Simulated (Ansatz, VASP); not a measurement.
GeSe: VASP beside Ansatz

Contents of INCAR:

```
ALGO     = Normal         # electronic algorithm
EDIFF    = 1E-7           # SCF threshold, eV
EDIFFG   = -0.02          # ionic threshold
ENCUT    = 500            # plane-wave cutoff, eV
GGA      = PE             # functional
GGA_COMPAT= F            
IBRION   = 2              # ionic algorithm
ISIF     = 3              # what is computed and relaxed
ISMEAR   = 0              # smearing method
IVDW     = 12             # dispersion correction
LASPH    = T              # aspherical terms in the spheres
LCHARG   = F              # write CHGCAR
LREAL    = F              # projectors in reciprocal space
LWAVE    = F              # write WAVECAR
NELM     = 120            # most SCF steps
NELMIN   = 4            
NSW      = 90             # ionic steps
PREC     = Accurate       # precision mode
SIGMA    = 0.02           # smearing width, eV
```

KPOINTS

```
k-points
0
Gamma
  2 6 6
```

POSCAR

```
GeSe
1.0
   10.7900000000      0.0000000000      0.0000000000
    0.0000000000      3.8200000000      0.0000000000
    0.0000000000      0.0000000000      4.3800000000
Ge Se
4 4
Direct
    0.1210000000      0.7500000000      0.8940000000
    0.6210000000      0.7500000000      0.6060000000
    0.3790000000      0.2500000000      0.3940000000
    0.8790000000      0.2500000000      0.1060000000
    0.8520000000      0.7500000000      0.4970000000
    0.3520000000      0.7500000000      0.0030000000
    0.6480000000      0.2500000000      0.9970000000
    0.1480000000      0.2500000000      0.5030000000
```

Input for Ansatz:

```yaml
crystal:
  lattice:
    - [10.79, 0.0, 0.0]
    - [0.0, 3.82, 0.0]
    - [0.0, 0.0, 4.38]
  atoms:
    - { symbol: Ge, position: [0.121, 0.75, 0.894] }
    - { symbol: Ge, position: [0.621, 0.75, 0.606] }
    - { symbol: Ge, position: [0.379, 0.25, 0.394] }
    - { symbol: Ge, position: [0.879, 0.25, 0.106] }
    - { symbol: Se, position: [0.852, 0.75, 0.497] }
    - { symbol: Se, position: [0.352, 0.75, 0.003] }
    - { symbol: Se, position: [0.648, 0.25, 0.997] }
    - { symbol: Se, position: [0.148, 0.25, 0.503] }
basis:
  ecutwfc: 420
kpoints:
  mp_grid: { grid: [2, 6, 6] }
hamiltonian:
  xc: pbe
  dispersion: d3bj
scf:
  occupations: { method: gaussian, width: 0.02 }
output:
  forces: true
  stress: true
  eigenvalues: true
  write_density: true
  write_potential: true
  elf: true
  volumetric_format: npy
relax:
  adjacent_minimum: "off"
  f_tol: 0.02
  max_steps: 70
  cell: { stress_tol: 0.1 }
```

Alike in both runs: task relaxation of cell and atoms; functional PBE; dispersion D3(BJ); k mesh 2 × 6 × 6; occupations gaussian, width 0.02 eV; no spin polarisation.

|  | VASP | Ansatz |
| --- | --- | --- |
| version | VASP 6.6.1 | Ansatz 0.2.0 |
| potentials or method | VASP PAW PBE potentials, release 64 (Ge_d, Se), cutoff 500 eV | scalar-relativistic, plane waves, PAW |
| valence electrons in the cell | 80 | 120 |

```csv
,VASP,Ansatz,Ansatz less VASP
"gap on the k mesh at the Fermi level, each at its own relaxed structure (eV)",0.72,0.72,-0.002
relaxed volume (Å³/atom),23.57,23.59,+0.025
relaxed cell length with the largest relative difference (Å),4.435,4.426,-0.0085
```

VASP's potentials hold 80 valence electrons a cell and Ansatz's 120, so a difference there can come from the potentials and not from the codes. Ansatz's warnings: dispersion switch in reach, relaxed geometry near dispersion switch.
